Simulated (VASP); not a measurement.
# TlBr (Pm-3m) in VASP: further runs

TlBr is run at these levels: PBE; tasks: single point, relaxation of cell and atoms.

All numbers are computed with VASP 6.6.1; they aren't measurements. Logs are shortened: lines on timing, memory, paths and dates and some standing lists are left out, and cuts for length are marked.

### 1 The cell of the first run

Symmetry: Pm-3m, No. 221, cubic system. Conventional cell: a = 4.053 Å, b = 4.053 Å, c = 4.053 Å, α = 90.00°, β = 90.00°, γ = 90.00°. Tl (site symmetry m-3m) has 8 Br at 3.51 Å and 6 Tl at 4.05 Å within 4.6 Å. Br (site symmetry m-3m) has 8 Tl at 3.51 Å and 6 Br at 4.05 Å within 4.6 Å.

### 2 Single point, PBE

INCAR

```
SYSTEM = TlBr
PREC     = Accurate       ! precision mode
ENCUT    = 500            ! plane-wave cutoff, eV
EDIFF    = 1E-6           ! SCF threshold, eV
ISMEAR   = -1             ! smearing method
SIGMA    = 0.02           ! smearing width, eV
LREAL    = .FALSE.        ! projectors in reciprocal space
LASPH    = .TRUE.         ! aspherical terms in the spheres
NELM     = 120            ! most SCF steps
ALGO     = Normal         ! electronic algorithm
ISIF     = 2              ! what is computed and relaxed
LWAVE    = .FALSE.        ! write WAVECAR
LCHARG   = .TRUE.         ! write CHGCAR
GGA      = PE             ! functional
LELF     = .TRUE.         ! ELF
LVHAR    = .TRUE.       
NBANDS   = 17             ! bands
GGA_COMPAT= .FALSE.
```

KPOINTS

```
regular mesh
0
G
  7 7 7
  0 0 0
```

POSCAR

```
TlBr
1.0
    4.0527484318      0.0000000000      0.0000000000
    0.0000000000      4.0527484318      0.0000000000
    0.0000000000      0.0000000000      4.0527484318
Tl Br
1 1
Direct
    0.0000000000      0.0000000000      0.0000000000
    0.5000000000      0.5000000000      0.5000000000
```

Potentials or basis: VASP PAW PBE potentials, release 64 (Tl_d, Br).

Started as:

```sh
> cat potpaw_PBE.64/Tl_d/POTCAR potpaw_PBE.64/Br/POTCAR > POTCAR
> mpirun -np 1 vasp_std > vasp.out
```

OUTCAR:

```text
SYSTEM = TlBr
   PREC = Accurate
   ENCUT = 500
   EDIFF = 1E-6
   ISMEAR = -1
   LREAL = .FALSE.
   LASPH = .TRUE.
   NELM = 120
   ISIF = 2
   GGA = PE

 ion  position               nearest neighbor table
   1  0.000  0.000  0.000-
   2  0.500  0.500  0.500-

  LATTYP: Found a simple cubic cell.
 ALAT       =     4.0527484318

  Lattice vectors:

 A1 = (   4.0527484318,   0.0000000000,   0.0000000000)
 A2 = (   0.0000000000,   4.0527484318,   0.0000000000)
 A3 = (   0.0000000000,   0.0000000000,   4.0527484318)

Analysis of symmetry for initial positions (statically):
=====================================================================
 Subroutine PRICEL returns:
 Original cell was already a primitive cell.

 Routine SETGRP: Setting up the symmetry group for a
 simple cubic supercell.

 Subroutine GETGRP returns: Found 48 space group operations
 (whereof 48 operations were pure point group operations)
 out of a pool of 48 trial point group operations.

The static configuration has the point symmetry O_h .

Analysis of symmetry for dynamics (positions and initial velocities):
=====================================================================
 Subroutine PRICEL returns:
 Original cell was already a primitive cell.

 Routine SETGRP: Setting up the symmetry group for a
 simple cubic supercell.

 Subroutine GETGRP returns: Found 48 space group operations
 (whereof 48 operations were pure point group operations)
 out of a pool of 48 trial point group operations.

The dynamic configuration has the point symmetry O_h .

 Subroutine INISYM returns: Found 48 space group operations
 (whereof 48 operations are pure point group operations),
 and found     1 'primitive' translations

----------------------------------------------------------------------------------------

                                     Primitive cell

  volume of cell :      66.5655

  direct lattice vectors                    reciprocal lattice vectors
     4.052748432  0.000000000  0.000000000     0.246746132  0.000000000  0.000000000
     0.000000000  4.052748432  0.000000000     0.000000000  0.246746132  0.000000000
     0.000000000  0.000000000  4.052748432     0.000000000  0.000000000  0.246746132

  length of vectors
     4.052748432  4.052748432  4.052748432     0.246746132  0.246746132  0.246746132

  position of ions in fractional coordinates (direct lattice)
     0.000000000  0.000000000  0.000000000
     0.500000000  0.500000000  0.500000000

  ion indices of the primitive-cell ions
   primitive index   ion index
                 1           1
                 2           2

----------------------------------------------------------------------------------------

 KPOINTS: regular mesh

Automatic generation of k-mesh.
 Grid dimensions read from file:
 generate k-points for:    7    7    7

 Generating k-lattice:

  Cartesian coordinates                     Fractional coordinates (reciprocal lattice)
     0.035249447  0.000000000  0.000000000     0.142857143  0.000000000  0.000000000
     0.000000000  0.035249447  0.000000000     0.000000000  0.142857143  0.000000000
     0.000000000  0.000000000  0.035249447     0.000000000  0.000000000  0.142857143

  Length of vectors
     0.035249447  0.035249447  0.035249447

  Shift w.r.t. Gamma in fractional coordinates (k-lattice)
     0.000000000  0.000000000  0.000000000

 Subroutine IBZKPT returns following result:
 ===========================================

 Found     20 irreducible k-points:

 Following reciprocal coordinates:
            Coordinates               Weight
  0.000000  0.000000  0.000000      1.000000
  0.142857  0.000000  0.000000      6.000000
  0.285714  0.000000  0.000000      6.000000
  0.428571  0.000000  0.000000      6.000000
  0.142857  0.142857  0.000000     12.000000
  0.285714  0.142857  0.000000     24.000000
[... 12 lines left out ...]
  0.428571  0.428571  0.285714     24.000000
  0.428571  0.428571  0.428571      8.000000
   k-points           NKPTS =     20   k-points in BZ     NKDIM =     20   number of bands    NBANDS=     17
   number of dos      NEDOS =    301   number of ions     NIONS =      2
   total plane-waves  NPLWV =  27000
   dimension x,y,z NGX =    30 NGY =   30 NGZ =   30
   dimension x,y,z NGXF=    60 NGYF=   60 NGZF=   60
   ions per type =               1   1
   NGX,Y,Z   is equivalent  to a cutoff of  12.31, 12.31, 12.31 a.u.
   NGXF,Y,Z  is equivalent  to a cutoff of  24.61, 24.61, 24.61 a.u.
 SYSTEM =  TlBr
   PREC   = accura    normal or accurate (medium, high low for compatibility)
   ISTART =      0    job   : 0-new  1-cont  2-samecut
   ICHARG =      2    charge: 1-file 2-atom 10-const
   ISPIN  =      1    spin polarized calculation?
   LNONCOLLINEAR =      F non collinear calculations
   LSORBIT =      F    spin-orbit coupling
   LASPH  =      T    aspherical Exc in radial PAW
   ENCUT  =  500.0 eV  36.75 Ry    6.06 a.u.   7.39  7.39  7.39*2*pi/ulx,y,z
   NELM   =    120;   NELMIN=  2; NELMDL= -5     # of ELM steps
   EDIFF  = 0.1E-05   stopping-criterion for ELM
   LREAL  =      F    real-space projection
   EDIFFG = 0.1E-04   stopping-criterion for IOM
   NSW    =      0    number of steps for IOM
   IBRION =     -1    ionic relax: 0-MD 1-quasi-New 2-CG
   NFREE  =      0    steps in history (QN), initial steepest desc. (CG)
   ISIF   =      2    stress and relaxation
   ISYM   =      2    0-nonsym 1-usesym 2-fastsym
   POTIM  = 0.5000    time-step for ionic-motion
   TEBEG  =    0.0;   TEEND  =   0.0 temperature during run
   PSTRESS=    0.0 pullay stress
   NELECT =      20.0000    total number of electrons
   NUPDOWN=      -1.0000    fix difference up-down
   EMIN   =  10.00;   EMAX   =-10.00  energy-range for DOS
   EFERMI =   0.00;   METHOD = LEGACY
   ISMEAR =    -1;   SIGMA  =   0.02  broadening in eV -4-tet -1-fermi 0-gaus
   EFERMI_NEDOS =   21; number of points for ismear=-14 and -15
   IALGO  =     38    algorithm
   IMIX   =      4    mixing-type and parameters
     AMIX     =   0.40;   BMIX     =  1.00
     AMIX_MAG =   1.60;   BMIX_MAG =  1.00
  volume/ion in A,a.u.               =      33.28       224.60
  Fermi-wavevector in a.u.,A,eV,Ry     =   1.096483  2.072052 16.357940  1.202275
  Thomas-Fermi vector in A             =   2.232826
   LORBIT       =      0    0 simple, 1 ext, 2 COOP (PROOUT), +10 PAW based schemes
   GGA     = PE    functional components
   LHFCALC =     F    Hartree Fock is set to
   AEXX    =    0.0000 exact exchange contribution
   IVDW    =     0    specifies the selected vdW correction
   LEPSILON=     F    determine dielectric tensor
   LRPA    =     F    only Hartree local field effects (RPA)
 non-spin polarized calculation
  energy-cutoff  :      500.00
  volume of cell :       66.57
 maximum number of plane-waves:      1743
 NGX is ok and might be reduce to    30
   NGX = 15   NGY = 15   NGZ = 15

 number of electron      19.9999998 magnetization

 Free energy of the ion-electron system (eV)
  ---------------------------------------------------
  ext. energy  EPLUGINS =         0.00000000
  ---------------------------------------------------
  free energy    TOTEN  =        -5.54567038 eV

  energy without entropy =       -5.54567038  energy(sigma->0) =       -5.54567038

 E-fermi :   2.1395     XC(G=0):  -8.7137

 val. band max:        1.6821459386   @ k =   0.4286   0.0000   0.0000
 cond. band min:       4.0553029031   @ k =   0.4286   0.0000   0.0000
 fundamental gap:      2.3731569646
 Fermi energy:         2.1394819167

 k-point     1 :       0.0000    0.0000    0.0000
  band No.  band energies     occupation
      1     -11.6085      2.00000
      2      -8.1900      2.00000
      3      -8.1900      2.00000
      4      -8.0395      2.00000
      5      -8.0395      2.00000
      6      -8.0395      2.00000
[... 9 lines left out ...]
     16      12.4894      0.00000
     17      15.1788      0.00000

 k-point     2 :       0.1429    0.0000    0.0000
  band No.  band energies     occupation
      1     -11.5730      2.00000
      2      -8.1885      2.00000
      3      -8.1687      2.00000
      4      -8.0488      2.00000
      5      -8.0488      2.00000
      6      -8.0387      2.00000
[... 9 lines left out ...]
     16      13.5701      0.00000
     17      14.8889      0.00000

 k-point     3 :       0.2857    0.0000    0.0000
  band No.  band energies     occupation
      1     -11.4908      2.00000
      2      -8.1850      2.00000
      3      -8.1218      2.00000
      4      -8.0695      2.00000
      5      -8.0695      2.00000
      6      -8.0368      2.00000
[... 9 lines left out ...]
     16      13.4695      0.00000
     17      15.0199      0.00000

 k-point     4 :       0.4286    0.0000    0.0000
  band No.  band energies     occupation
      1     -11.4219      2.00000
      2      -8.1822      2.00000
      3      -8.0859      2.00000
      4      -8.0859      2.00000
      5      -8.0854      2.00000
      6      -8.0353      2.00000
[... 9 lines left out ...]
     16      14.0186      0.00000
     17      15.3186      0.00000

 k-point     5 :       0.1429    0.1429    0.0000
  band No.  band energies     occupation
      1     -11.5405      2.00000
      2      -8.1773      2.00000
      3      -8.1566      2.00000
      4      -8.0554      2.00000
      5      -8.0491      2.00000
      6      -8.0462      2.00000
[... 9 lines left out ...]
     16      13.1602      0.00000
     17      14.0606      0.00000

 k-point     6 :       0.2857    0.1429    0.0000
  band No.  band energies     occupation
      1     -11.4653      2.00000
      2      -8.1705      2.00000
      3      -8.1121      2.00000
      4      -8.0695      2.00000
      5      -8.0678      2.00000
      6      -8.0449      2.00000
[... 9 lines left out ...]
     16      13.0891      0.00000
     17      13.7595      0.00000

 k-point     7 :       0.4286    0.1429    0.0000
  band No.  band energies     occupation
      1     -11.4028      2.00000
      2      -8.1671      2.00000
      3      -8.0836      2.00000
      4      -8.0803      2.00000
      5      -8.0747      2.00000
      6      -8.0430      2.00000
[... 9 lines left out ...]
     16      13.9578      0.00000
     17      14.0387      0.00000

 k-point     8 :       0.2857    0.2857    0.0000
  band No.  band energies     occupation
      1     -11.4071      2.00000
      2      -8.1509      2.00000
      3      -8.0773      2.00000
      4      -8.0680      2.00000
      5      -8.0657      2.00000
      6      -8.0613      2.00000
[... 9 lines left out ...]
     16      12.9589      0.00000
     17      13.3424      0.00000
[... 123 lines left out ...]
      1     -11.3352      2.00000
      2      -8.1195      2.00000
      3      -8.0994      2.00000
      4      -8.0731      2.00000
      5      -8.0565      2.00000
      6      -8.0398      2.00000
[... 9 lines left out ...]
     16      12.5752      0.00000
     17      14.5205      0.00000

 k-point    16 :       0.4286    0.4286    0.1429
  band No.  band energies     occupation
      1     -11.2968      2.00000
      2      -8.1062      2.00000
      3      -8.0921      2.00000
      4      -8.0872      2.00000
      5      -8.0602      2.00000
      6      -8.0081      2.00000
[... 9 lines left out ...]
     16      12.7903      0.00000
     17      14.2022      0.00000

 k-point    17 :       0.2857    0.2857    0.2857
  band No.  band energies     occupation
      1     -11.3261      2.00000
      2      -8.1007      2.00000
      3      -8.1007      2.00000
      4      -8.0727      2.00000
      5      -8.0727      2.00000
      6      -8.0538      2.00000
[... 9 lines left out ...]
     16      12.2233      0.00000
     17      15.7667      0.00000

 k-point    18 :       0.4286    0.2857    0.2857
  band No.  band energies     occupation
      1     -11.2796      2.00000
      2      -8.1210      2.00000
      3      -8.0989      2.00000
      4      -8.0714      2.00000
      5      -8.0663      2.00000
      6      -8.0308      2.00000
[... 9 lines left out ...]
     16      12.9607      0.00000
     17      16.1990      0.00000

 k-point    19 :       0.4286    0.4286    0.2857
  band No.  band energies     occupation
      1     -11.2338      2.00000
      2      -8.1242      2.00000
      3      -8.1173      2.00000
      4      -8.0904      2.00000
      5      -8.0503      2.00000
      6      -8.0068      2.00000
[... 9 lines left out ...]
     16      13.4610      0.00000
     17      16.6254      0.00000

 k-point    20 :       0.4286    0.4286    0.4286
  band No.  band energies     occupation
      1     -11.1812      2.00000
      2      -8.1410      2.00000
      3      -8.1410      2.00000
      4      -8.1251      2.00000
      5      -8.0058      2.00000
      6      -8.0058      2.00000
[... 9 lines left out ...]
     16      13.9368      0.00000
     17      17.8268      0.00000

------------------------ aborting loop because EDIFF is reached ----------------------------------------

  FORCE on cell =-STRESS in cart. coord.  units (eV):
  Direction    XX          YY          ZZ          XY          YZ          ZX
  --------------------------------------------------------------------------------------
  -------------------------------------------------------------------------------------
  Total       -0.0146474     -0.0146474     -0.0146474      0.0000000      0.0000000     -0.0000000
  in kB       -0.3525508     -0.3525508     -0.3525508      0.0000000      0.0000000     -0.0000000
  external PRESSURE =      -0.3525508 kB  Pullay stress =       0.0000000 kB

 VOLUME and BASIS-vectors are now :
 -----------------------------------------------------------------------------
  energy-cutoff  :      500.00
  volume of cell :       66.57
      direct lattice vectors                 reciprocal lattice vectors
     4.052748432  0.000000000  0.000000000     0.246746132  0.000000000  0.000000000
     0.000000000  4.052748432  0.000000000     0.000000000  0.246746132  0.000000000
     0.000000000  0.000000000  4.052748432     0.000000000  0.000000000  0.246746132

 POSITION                                       TOTAL-FORCE (eV/Angst)
 -----------------------------------------------------------------------------------
      0.00000      0.00000      0.00000         0.000000      0.000000      0.000000
      2.02637      2.02637      2.02637         0.000000      0.000000      0.000000
 -----------------------------------------------------------------------------------
    total drift:                                0.000000     -0.000000     -0.000000

  FREE ENERGIE OF THE ION-ELECTRON SYSTEM (eV)
  ---------------------------------------------------
  free  energy   TOTEN  =        -5.5456703833 eV

  energy  without entropy=       -5.5456703833  energy(sigma->0) =       -5.54567038
```

It took 9.2 s on 1 thread of Intel Xeon 6975P-C (Granite Rapids), shared host; peak memory 0.17 GiB.

What came out:

```
Free energy            : -5.5457 eV
Pressure               : 0.0 GPa
Band gap on the k mesh : 2.37 eV
```

Levels at points of the mesh, in eV from the valence-band top:
| k point | band 6 | band 7 | band 8 | band 9 | band 10 | band 11 | band 12 | band 13 | band 14 | band 15 |
| --- | --- | --- | --- | --- | --- | --- | --- | --- | --- | --- |
| (0.00, 0.00, 0.00) | -9.72 | -4.39 | -0.94 | -0.94 | -0.94 | 7.18 | 7.18 | 7.18 | 7.29 | 7.29 |

Caveat: spin-orbit coupling is left out, which moves the levels of the heavy elements; an odd mesh through Γ misses points on the zone boundary, where band edges can lie.

### 3 Single point, PBE

This run uses another cell than the first one, of 34.83 Å³/atom.

INCAR

```
PREC     = Accurate       # precision mode
ENCUT    = 500            # plane-wave cutoff, eV
EDIFF    = 1E-6           # SCF threshold, eV
ISMEAR   = -1             # smearing method
SIGMA    = 0.02           # smearing width, eV
LREAL    = F              # projectors in reciprocal space
LASPH    = T              # aspherical terms in the spheres
NELM     = 120            # most SCF steps
ALGO     = Normal         # electronic algorithm
ISIF     = 2              # what is computed and relaxed
LWAVE    = F              # write WAVECAR
LCHARG   = T              # write CHGCAR
GGA      = PE             # functional
LELF     = T              # ELF
LVHAR    = T            
NBANDS   = 17             # bands
GGA_COMPAT= F
```

KPOINTS

```
Automatic mesh
0
Gamma
  7 7 7
```

POSCAR

```
TlBr
1.0
    4.1146065230      0.0000000000      0.0000000000
    0.0000000000      4.1146065230      0.0000000000
    0.0000000000      0.0000000000      4.1146065230
Tl Br
1 1
Direct
    0.0000000000      0.0000000000      0.0000000000
    0.5000000000      0.5000000000      0.5000000000
```

Potentials or basis: VASP PAW PBE potentials, release 64 (Tl_d, Br).

Started as:

```sh
> cat potpaw_PBE.64/Tl_d/POTCAR potpaw_PBE.64/Br/POTCAR > POTCAR
> mpirun -np 1 vasp_std > vasp.out
```

Wall time 8.7 s (1 thread of Intel Xeon 6975P-C (Granite Rapids), shared host); peak memory 0.17 GiB.

Results (log left out):

```
Free energy            : -5.5377 eV
Pressure               : -0.8 GPa
Band gap on the k mesh : 2.43 eV
```

Levels at points of the mesh, in eV from the valence-band top:
```
           k point  band 6  band 7  band 8  band 9  band 10  band 11  band 12  band 13  band 14  band 15
(0.00, 0.00, 0.00)   -9.70   -4.32   -0.78   -0.78    -0.78     7.00     7.00     7.00     7.38     7.38
```

Caveat: spin-orbit coupling is left out, which moves the levels of the heavy elements; an odd mesh through Γ misses points on the zone boundary, where band edges can lie.

### 4 Relaxation of cell and atoms, PBE

INCAR

```
ALGO = Normal
EDIFF = 1E-7
EDIFFG = -0.005
ENCUT = 500
GGA = PE
GGA_COMPAT = F
IBRION = 2
ISIF = 3
ISMEAR = -1
LASPH = T
LCHARG = F
LREAL = F
LWAVE = F
NELM = 120
NELMIN = 4
NSW = 32
PREC = Accurate
SIGMA = 0.02
```

KPOINTS

```
k-points
0
Gamma
  7 7 7
```

POSCAR

```
TlBr
1.0
    4.0527484318      0.0000000000      0.0000000000
    0.0000000000      4.0527484318      0.0000000000
    0.0000000000      0.0000000000      4.0527484318
Tl Br
1 1
Direct
    0.0000000000      0.0000000000      0.0000000000
    0.5000000000      0.5000000000      0.5000000000
```

Started as:

```sh
> cat potpaw_PBE.64/Tl_d/POTCAR potpaw_PBE.64/Br/POTCAR > POTCAR
> mpirun -np 1 vasp_std > vasp.out
```

Run time: 11 s. Hardware: 1 thread of Intel Xeon 6975P-C (Granite Rapids), shared host; peak memory 0.17 GiB.

It converged, with:

```
Free energy                           : -5.5457 eV
Relaxed volume                        : 33.25 Å³/atom
Relaxed cell                          : a = 4.051 Å, b = 4.051 Å, c = 4.051 Å, α = 90.00°, β = 90.00°, γ = 90.00°
Space group after relaxing (to 0.1 Å) : Pm-3m (No. 221)
Energy gained by relaxing             : 0.0 meV/atom
Ionic steps                           : 2
Pressure after relaxing               : 0.0 GPa
Band gap on the k mesh                : 2.37 eV
```

Final structure:
```
CELL_PARAMETERS angstrom
4.05143 0.00000 0.00000
0.00000 4.05143 0.00000
0.00000 0.00000 4.05143
ATOMIC_POSITIONS crystal
Tl 0.00000 0.00000 0.00000
Br 0.50000 0.50000 0.50000
```

Levels at points of the mesh, in eV from the valence-band top:
```tsv
k point	band 8	band 9	band 10	band 11	band 12	band 13
(0.00, 0.00, 0.00)	-0.94	-0.94	-0.94	7.18	7.18	7.18
```

Caveat: spin-orbit coupling is left out, which moves the levels of the heavy elements; an odd mesh through Γ misses points on the zone boundary, where band edges can lie.

### 5 The runs side by side

```tsv
task	cell	gap on the mesh (eV)	pressure (GPa)
single point	a = 4.053 Å, 2 atoms	2.37	0.0
single point	a = 4.115 Å, 2 atoms	2.43	-0.8
relaxation of cell and atoms	relaxed from a = 4.053 Å, 2 atoms	2.37	0.0
```

Alike in all rows: level PBE; potentials or basis VASP PAW PBE potentials, release 64 (Tl_d, Br); no spin polarisation; k mesh 7 × 7 × 7; cutoff (eV) 500; smearing fermi-dirac 0.02 eV.

Caveats: spin-orbit coupling is left out, which moves the levels of the heavy elements; an odd mesh through Γ misses points on the zone boundary, where band edges can lie.

Absolute energies hang on the potentials; compare differences alone.
